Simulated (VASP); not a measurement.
# TiMoSe4 (P-3m1) in VASP: relaxation of cell and atoms with PBE

Aim: the relaxation of cell and atoms of TiMoSe4 with PBE.

Everything below comes from runs of VASP 6.6.1. Logs are shortened: lines on timing, memory, paths and dates and some standing lists are left out, and cuts for length are marked.

**1. The cell of the first run**

The structure is trigonal, space group P-3m1 (No. 164). Conventional cell: a = 3.448 Å, b = 3.448 Å, c = 13.721 Å, α = 90.00°, β = 90.00°, γ = 120.00°. Ti (site symmetry -3m) has 6 Se at 2.55 Å and 6 Ti at 3.45 Å within 3.5 Å. Within 3.5 Å of Mo (site symmetry -3m) lie 6 Se at 2.57 Å and 6 Mo at 3.45 Å. Within 3.5 Å of Se (site symmetry 3m) lie 3 Ti at 2.55 Å and 6 Se at 3.45 Å. Within 3.5 Å of Se (site symmetry 3m) lie 3 Mo at 2.57 Å and 6 Se at 3.45 Å.

**2. Relaxation of cell and atoms, PBE**

The input, INCAR:

```
PREC = Accurate
ENCUT = 600
EDIFF = 1E-6
ISMEAR = 0
SIGMA = 0.1
LREAL = F
LASPH = T
NELM = 100
ALGO = Normal
ISIF = 3
LWAVE = F
LCHARG = F
GGA = PE
IBRION = 2
NSW = 100
EDIFFG = -0.01
```

The input, KPOINTS:

```
Automatic mesh
0
Gamma
  12 12 4
```

The input, POSCAR:

```
TiMoSe4
1.0
    3.4476947249      0.0000000000      0.0000000000
   -1.7238473625      2.9857912163      0.0000000000
    0.0000000000      0.0000000000     13.7206725623
Ti Mo Se
1 1 4
Direct
    0.0000000000      0.0000000000      0.0000000000
    0.0000000000      0.0000000000      0.5000000000
    0.6666666667      0.3333333333      0.8837135155
    0.3333333333      0.6666666667      0.1162864845
    0.6666666667      0.3333333333      0.3810228294
    0.3333333333      0.6666666667      0.6189771706
```

Potentials or basis: VASP PAW PBE potentials, release 64 (Ti_sv, Mo_sv, Se).

Run with:

```
$ cat potpaw_PBE.64/Ti_sv/POTCAR potpaw_PBE.64/Mo_sv/POTCAR potpaw_PBE.64/Se/POTCAR > POTCAR
$ mpirun -np 1 vasp_std > vasp.out
```

OUTCAR:

```text
PREC = Accurate
   ENCUT = 600
   EDIFF = 1E-6
   ISMEAR = 0
   LREAL = F
   LASPH = T
   NELM = 100
   ISIF = 3
   GGA = PE
   IBRION = 2
   NSW = 100
   EDIFFG = -0.01

 ion  position               nearest neighbor table
   1  0.000  0.000  0.000-   3 2.55   4 2.55   3 2.55   4 2.55   3 2.55   4 2.55
   2  0.000  0.000  0.500-   5 2.57   6 2.57   5 2.57   6 2.57   5 2.57   6 2.57
   3  0.667  0.333  0.884-   1 2.55   1 2.55   1 2.55
   4  0.333  0.667  0.116-   1 2.55   1 2.55   1 2.55
   5  0.667  0.333  0.381-   2 2.57   2 2.57   2 2.57
   6  0.333  0.667  0.619-   2 2.57   2 2.57   2 2.57

  LATTYP: Found a hexagonal cell.
 ALAT       =     3.4476947249
 C/A-ratio  =     3.9796657353

  Lattice vectors:

 A1 = (   3.4476947249,   0.0000000000,   0.0000000000)
 A2 = (  -1.7238473625,   2.9857912163,   0.0000000000)
 A3 = (   0.0000000000,   0.0000000000,  13.7206725623)

Analysis of symmetry for initial positions (statically):
=====================================================================
 Subroutine PRICEL returns:
 Original cell was already a primitive cell.

 Routine SETGRP: Setting up the symmetry group for a
 hexagonal supercell.

 Subroutine GETGRP returns: Found 12 space group operations
 (whereof 12 operations were pure point group operations)
 out of a pool of 24 trial point group operations.

The static configuration has the point symmetry D_3d.

Analysis of symmetry for dynamics (positions and initial velocities):
=====================================================================
 Subroutine PRICEL returns:
 Original cell was already a primitive cell.

 Routine SETGRP: Setting up the symmetry group for a
 hexagonal supercell.

 Subroutine GETGRP returns: Found 12 space group operations
 (whereof 12 operations were pure point group operations)
 out of a pool of 24 trial point group operations.

The dynamic configuration has the point symmetry D_3d.

 Subroutine INISYM returns: Found 12 space group operations
 (whereof 12 operations are pure point group operations),
 and found     1 'primitive' translations

----------------------------------------------------------------------------------------

                                     Primitive cell

  volume of cell :     141.2419

  direct lattice vectors                    reciprocal lattice vectors
     3.447694725  0.000000000  0.000000000     0.290048882  0.167459800  0.000000000
    -1.723847362  2.985791216  0.000000000     0.000000000  0.334919600  0.000000000
     0.000000000  0.000000000 13.720672562     0.000000000  0.000000000  0.072882725

  length of vectors
     3.447694725  3.447694725 13.720672562     0.334919600  0.334919600  0.072882725

  position of ions in fractional coordinates (direct lattice)
     0.000000000  0.000000000  0.000000000
     0.000000000  0.000000000  0.500000000
     0.666666667  0.333333333  0.883713515
     0.333333333  0.666666667  0.116286485
     0.666666667  0.333333333  0.381022829
     0.333333333  0.666666667  0.618977171

  ion indices of the primitive-cell ions
   primitive index   ion index
                 1           1
                 2           2
                 3           3
                 4           4
                 5           5
                 6           6

----------------------------------------------------------------------------------------

 KPOINTS: Automatic mesh

Automatic generation of k-mesh.
 Grid dimensions read from file:
 generate k-points for:   12   12    4

 Generating k-lattice:

  Cartesian coordinates                     Fractional coordinates (reciprocal lattice)
     0.024170740  0.013954983  0.000000000     0.083333333  0.000000000  0.000000000
     0.000000000  0.027909967  0.000000000     0.000000000  0.083333333  0.000000000
     0.000000000  0.000000000  0.018220681     0.000000000  0.000000000  0.250000000

  Length of vectors
     0.027909967  0.027909967  0.018220681

  Shift w.r.t. Gamma in fractional coordinates (k-lattice)
     0.000000000  0.000000000  0.000000000

 Subroutine IBZKPT returns following result:
 ===========================================

 Found     69 irreducible k-points:

 Following reciprocal coordinates:
            Coordinates               Weight
  0.000000  0.000000  0.000000      1.000000
  0.083333  0.000000  0.000000      6.000000
  0.166667 -0.000000  0.000000      6.000000
  0.250000  0.000000  0.000000      6.000000
  0.333333 -0.000000  0.000000      6.000000
  0.416667  0.000000  0.000000      6.000000
[... 16 lines left out ...]
  0.166667 -0.000000  0.250000      6.000000
  0.000000  0.166667  0.250000      6.000000
 [... further k-points ...]
   k-points           NKPTS =     69   k-points in BZ     NKDIM =     69   number of bands    NBANDS=     30
   number of dos      NEDOS =    301   number of ions     NIONS =      6
   total plane-waves  NPLWV =  87808
   dimension x,y,z NGX =    28 NGY =   28 NGZ =  112
   dimension x,y,z NGXF=    56 NGYF=   56 NGZF=  224
   ions per type =               1   1   4
   NGX,Y,Z   is equivalent  to a cutoff of  13.50, 13.50, 13.57 a.u.
   NGXF,Y,Z  is equivalent  to a cutoff of  27.00, 27.00, 27.14 a.u.
 SYSTEM =  unknown system
   PREC   = accura    normal or accurate (medium, high low for compatibility)
   ISTART =      0    job   : 0-new  1-cont  2-samecut
   ICHARG =      2    charge: 1-file 2-atom 10-const
   ISPIN  =      1    spin polarized calculation?
   LNONCOLLINEAR =      F non collinear calculations
   LSORBIT =      F    spin-orbit coupling
   LASPH  =      T    aspherical Exc in radial PAW
   ENCUT  =  600.0 eV  44.10 Ry    6.64 a.u.   6.89  6.89 27.40*2*pi/ulx,y,z
   NELM   =    100;   NELMIN=  2; NELMDL= -5     # of ELM steps
   EDIFF  = 0.1E-05   stopping-criterion for ELM
   LREAL  =      F    real-space projection
   EDIFFG = -.1E-01   stopping-criterion for IOM
   NSW    =    100    number of steps for IOM
   IBRION =      2    ionic relax: 0-MD 1-quasi-New 2-CG
   NFREE  =      1    steps in history (QN), initial steepest desc. (CG)
   ISIF   =      3    stress and relaxation
   ISYM   =      2    0-nonsym 1-usesym 2-fastsym
   POTIM  = 0.5000    time-step for ionic-motion
   TEBEG  =    0.0;   TEEND  =   0.0 temperature during run
   PSTRESS=    0.0 pullay stress
   NELECT =      50.0000    total number of electrons
   NUPDOWN=      -1.0000    fix difference up-down
   EMIN   =  10.00;   EMAX   =-10.00  energy-range for DOS
   EFERMI =   0.00;   METHOD = LEGACY
   ISMEAR =     0;   SIGMA  =   0.10  broadening in eV -4-tet -1-fermi 0-gaus
   EFERMI_NEDOS =   21; number of points for ismear=-14 and -15
   IALGO  =     38    algorithm
   IMIX   =      4    mixing-type and parameters
     AMIX     =   0.40;   BMIX     =  1.00
     AMIX_MAG =   1.60;   BMIX_MAG =  1.00
  volume/ion in A,a.u.               =      23.54       158.86
  Fermi-wavevector in a.u.,A,eV,Ry     =   1.158093  2.188479 18.247869  1.341181
  Thomas-Fermi vector in A             =   2.294699
   LORBIT       =      0    0 simple, 1 ext, 2 COOP (PROOUT), +10 PAW based schemes
   GGA     = PE    functional components
   LHFCALC =     F    Hartree Fock is set to
   AEXX    =    0.0000 exact exchange contribution
   IVDW    =     0    specifies the selected vdW correction
   LEPSILON=     F    determine dielectric tensor
   LRPA    =     F    only Hartree local field effects (RPA)
 conjugate gradient relaxation of ions
 non-spin polarized calculation
 Gauss-broadening in eV      SIGMA  =   0.10
  energy-cutoff  :      600.00
  volume of cell :      141.24
 maximum number of plane-waves:      4740
   NGX = 13   NGY = 13   NGZ = 55

--------------------------------------- Ionic step        1  -------------------------------------------

 number of electron      50.0000000 magnetization

 Free energy of the ion-electron system (eV)
  ---------------------------------------------------
  ext. energy  EPLUGINS =         0.00000000
  ---------------------------------------------------
  free energy    TOTEN  =       -37.37418012 eV

  energy without entropy =      -37.36405323  energy(sigma->0) =      -37.36911667

------------------------ aborting loop because EDIFF is reached ----------------------------------------

  FORCE on cell =-STRESS in cart. coord.  units (eV):
  Direction    XX          YY          ZZ          XY          YZ          ZX
  --------------------------------------------------------------------------------------
  -------------------------------------------------------------------------------------
  Total       -0.5890555     -0.5890555      0.0428182      0.0000000      0.0000000      0.0000000
  in kB       -6.6819492     -6.6819492      0.4857077      0.0000000      0.0000000      0.0000000
  external PRESSURE =      -4.2927302 kB  Pullay stress =       0.0000000 kB
[... 105 lines left out ...]
  energy  without entropy=      -37.3678185380  energy(sigma->0) =      -37.37261924

--------------------------------------- Ionic step        4  -------------------------------------------

 number of electron      49.9999996 magnetization

 Free energy of the ion-electron system (eV)
  ---------------------------------------------------
  ext. energy  EPLUGINS =         0.00000000
  ---------------------------------------------------
  free energy    TOTEN  =       -37.37927387 eV

  energy without entropy =      -37.37002663  energy(sigma->0) =      -37.37465025

 E-fermi :   4.6925     XC(G=0):  -9.6636

 val. band max:        4.6393752848   @ k =   0.3333   0.2500   0.5000
 cond. band min:       4.7026112821   @ k =   0.3333  -0.0000   0.0000
 fundamental gap:      0.0632359973
 Fermi energy:         4.6924570550

 k-point     1 :       0.0000    0.0000    0.0000
  band No.  band energies     occupation
      1     -57.0374      2.00000
      2     -52.7592      2.00000
      3     -31.0974      2.00000
      4     -31.0974      2.00000
      5     -31.0315      2.00000
      6     -28.9890      2.00000
[... 781 lines left out ...]
     29       6.0997      0.00000
     30       6.2067      0.00000

 [... further k-points ...]
[... 5 lines left out ...]
  --------------------------------------------------------------------------------------
  -------------------------------------------------------------------------------------
  Total        0.0196308      0.0196308      0.0099173     -0.0000000      0.0000000      0.0000000
  in kB        0.2249135      0.2249135      0.1136244     -0.0000000      0.0000000      0.0000000
  external PRESSURE =       0.1878172 kB  Pullay stress =       0.0000000 kB
[... 21 lines left out ...]
  FREE ENERGIE OF THE ION-ELECTRON SYSTEM (eV)
  ---------------------------------------------------
  free  energy   TOTEN  =       -37.3792738659 eV

  energy  without entropy=      -37.3700266337  energy(sigma->0) =      -37.37465025

 reached required accuracy - stopping structural energy minimisation
```

It took 31 min on 1 thread of Intel Xeon 8259CL, shared host; peak memory 0.53 GiB.

What came out:

- Free energy: -37.3793 eV
- Relaxed volume: 23.31 Å³/atom
- Relaxed cell: a = 3.423 Å, b = 3.423 Å, c = 13.779 Å, α = 90.00°, β = 90.00°, γ = 120.00°
- Space group after relaxing (to 0.1 Å): P-3m1 (No. 164)
- Energy gained by relaxing: 0.8 meV/atom
- Ionic steps: 4
- Pressure after relaxing: 0.0 GPa
- Largest force after relaxing: 0.008 eV/Å
- Band gap on the k mesh: zero (bands 25 and 26 overlap by 0.56 eV)

Forces on the atoms (eV/Å):
```
Ti   0.000  0.000  0.000
Mo   0.000  0.000  0.000
Se   0.000  0.000 -0.008
Se   0.000  0.000  0.008
Se   0.000  0.000 -0.008
Se   0.000  0.000  0.008
```

The path:
| step | energy change (eV) | largest force (eV/Å) | pressure (GPa) | volume (Å³) |
| --- | --- | --- | --- | --- |
| 1 | 0.0000 | 0.0741 | -0.43 | 141.24 |
| 2 | -0.0032 | 0.1278 | 0.25 | 139.96 |
| 3 | -0.0032 | 0.1297 | 0.28 | 139.90 |
| 4 | -0.0051 | 0.0083 | 0.02 | 139.84 |

Final structure:
```xyz
6
Lattice="3.4233 0.0000 0.0000 -1.7117 2.9647 0.0000 0.0000 0.0000 13.7787" Properties=species:S:1:pos:R:3 pbc="T T T"
Ti   -1.7117    2.9647   13.7787
Mo   -1.7117    2.9647    6.8894
Se    1.7117    0.9882   12.1776
Se    0.0000    1.9765    1.6011
Se    1.7117    0.9882    5.2389
Se    0.0000    1.9765    8.5398
```

Caveat: this functional lacks dispersion, which binds layers or chains, so the pressure and a relaxed spacing across them are unreliable.

The gap in the log of VASP goes by the Fermi energy; the results here count the filled bands.